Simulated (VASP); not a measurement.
Write the native input for VASP 6.6.1 that does the following.

* Task: single point
* Functional: PBE
* Potentials or basis: VASP PAW PBE potentials, release 64 (Co, Si)
* Cutoff: 520 eV
* k mesh: 12 × 12 × 12
* Occupations: gaussian, width 0.15 eV
* Spin: no spin polarisation
* Dipole correction: no
* Further INCAR settings: ALGO = Normal; EDIFF = 1e-07; NBANDS = 16

The structure of CoSi2 lies in POSCAR:

```
CoSi2
1.0
    0.0000000000      2.6801763726      2.6801763726
    2.6801763726      0.0000000000      2.6801763726
    2.6801763726      2.6801763726      0.0000000000
Co Si
1 2
Direct
   -0.0051919909      0.0051919909     -0.0051919909
    0.2630961531      0.2369038469      0.2477986523
    0.7477986523      0.7522013477      0.7630961531
```

This cell differs from its parent crystal: atoms displaced along a vibrational mode.

One way to write it, as run:

INCAR

```
PREC = Accurate
ENCUT = 520
EDIFF = 1E-7
ISMEAR = 0
SIGMA = 0.15
LREAL = F
LASPH = T
NELM = 80
ALGO = Normal
ISIF = 2
LWAVE = F
LCHARG = T
GGA = PE
LELF = T
LVHAR = T
NBANDS = 16
```

KPOINTS

```
regular mesh
0
Gamma
  12 12 12
```

Potentials or basis: VASP PAW PBE potentials, release 64 (Co, Si).

Run with:

```bash
$ cat potpaw_PBE.64/Co/POTCAR potpaw_PBE.64/Si/POTCAR > POTCAR
$ mpirun -np 1 vasp_std > vasp.out
```

Results of the run:

```json
{
  "Pressure": "0.3 GPa",
  "Largest force": "0.672 eV/Å",
  "Band gap on the k mesh": "zero (an odd number of electrons rules out a gap without spin polarisation)"
}
```

Caveat: the cell differs from its parent crystal (atoms displaced along a vibrational mode); the run has no spin polarisation, though such a crystal can be magnetic.

It took 4.4 min on 1 thread of Intel(R) Xeon(R) Platinum 8488C (Sapphire Rapids), on a shared host, peak memory 0.38 GiB.
